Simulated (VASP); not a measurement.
A run of VASP 6.6.1 is set up as follows.

Contents of INCAR:

```
SYSTEM = Hf
ALGO     = Fast           ! electronic algorithm
EDIFF    = 1E-6           ! SCF threshold, eV
ENCUT    = 520            ! plane-wave cutoff, eV
GGA      = PS             ! functional
ISIF     = 2              ! what is computed and relaxed
ISMEAR   = 0              ! smearing method
LASPH    = .True.         ! aspherical terms in the spheres
LCHARG   = .False.        ! write CHGCAR
LREAL    = .False.        ! projectors in reciprocal space
LWAVE    = .False.        ! write WAVECAR
NBANDS   = 17             ! bands
NELM     = 60             ! most SCF steps
PREC     = Accurate       ! precision mode
SIGMA    = 0.1            ! smearing width, eV
```

KPOINTS

```
k-points
0
Gamma
  15 15 8
  0 0 0
```

Contents of POSCAR:

```
Hf
1.0
    3.2624865798      0.0000000000      0.0000000000
   -1.6312432899      2.8253962576      0.0000000000
    0.0000000000      0.0000000000      5.2377565240
Hf
2
Direct
    0.3333333333      0.6666666667      0.2302285579
    0.6666666667      0.3333333333      0.7697714421
```

Potentials or basis: VASP PAW PBE potentials, release 64 (Hf_pv).

The run is started by

```sh
$ cat potpaw_PBE.64/Hf_pv/POTCAR > POTCAR
$ mpirun -np 1 vasp_std > vasp.out
```

Q: What does it give for the largest force?

A: 0.520 eV/Å.

Q: Predict the pressure.

A: -9.4 GPa.

Stress tensor (GPa, compression positive):
```
-9.31  0.00  0.00
 0.00 -9.31  0.00
 0.00  0.00 -9.49
```

Caveat: the cell differs from its parent crystal (strained and its atoms moved); the cell stands under tension; the PAW data sets were made with another functional, which shifts forces and pressure a little.
